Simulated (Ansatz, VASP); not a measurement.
One calculation of ZnO, two programs

```xyz
2
Lattice="0.0000 2.1525 2.1525 2.1525 0.0000 2.1525 2.1525 2.1525 0.0000" Properties=species:S:1:pos:R:3 pbc="T T T"
Zn    0.0000    0.0000    0.0000
O     2.1525    2.1525    2.1525
```

Change from the starting cell: hydrostatic strain +0.9%.

Alike in both runs: task single point; functional PBE; k mesh 10 × 10 × 10; occupations fermi-dirac, width 0.02 eV; no spin polarisation.

|  | VASP | Ansatz |
| --- | --- | --- |
| version | VASP 6.6.1 | Ansatz 0.2.0 |
| potentials or method | VASP PAW PBE potentials, release 64 (Zn, O_h) | plane waves, PAW |
| plane-wave cutoff (eV) | 910 | 420 |
| valence electrons in the cell | 18 | 18 |

|  | VASP | Ansatz | Ansatz less VASP |
| --- | --- | --- | --- |
| gap on the k mesh at the Fermi level (eV) | 0.80 | 0.83 | +0.030 |

Noted on VASP's run: the cutoff is short for stress, so the pressure is rough.
